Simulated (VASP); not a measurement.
# Hg: single point with LDA

The system is Hg.

```
CELL_PARAMETERS angstrom
3.01185 0.00000 0.00000
-1.50593 2.60834 0.00000
0.00000 0.00000 4.97730
ATOMIC_POSITIONS crystal
Hg 0.33333 0.66667 0.25000
Hg 0.66667 0.33333 0.75000
```

```json
{
  "Program": "VASP 6.6.1",
  "Task": "single point",
  "Functional": "LDA",
  "Potentials or basis": "VASP PAW LDA potentials, release 64 (Hg)",
  "Cutoff": "520 eV",
  "k mesh": "14 × 14 × 8",
  "Occupations": "fermi-dirac, width 0.1 eV",
  "Spin": "no spin polarisation",
  "Dipole correction": "no",
  "Further INCAR settings": "ALGO = Normal; EDIFF = 1e-06; NBANDS = 19"
}
```

```
Pressure               : 10.7 GPa
Band gap on the k mesh : zero (bands 12 and 13 overlap by 1.83 eV)
```

Levels at points of the mesh, in eV from the Fermi level:
```tsv
k point	band 9	band 10	band 11	band 12	band 13	band 14	band 15	band 16
(0.00, 0.00, 0.00)	-7.25	-6.31	-6.31	-2.79	-1.46	13.35	14.27	14.27
(0.50, 0.00, 0.00)	-6.15	-6.03	-2.85	-2.40	2.80	3.30	4.07	7.38
(0.00, 0.00, 0.50)	-6.62	-6.62	-6.62	-6.62	7.12	7.12	13.61	13.61
(0.50, 0.00, 0.50)	-6.08	-6.08	-1.92	-1.92	-0.25	-0.25	10.07	10.07
```

Wall time 19 s on 1 thread of Intel(R) Xeon(R) 6975P-C (Granite Rapids), on a shared host, peak memory 0.19 GiB.

Caveat: the cell stands under pressure; spin-orbit coupling is left out, which moves the levels of the heavy elements.
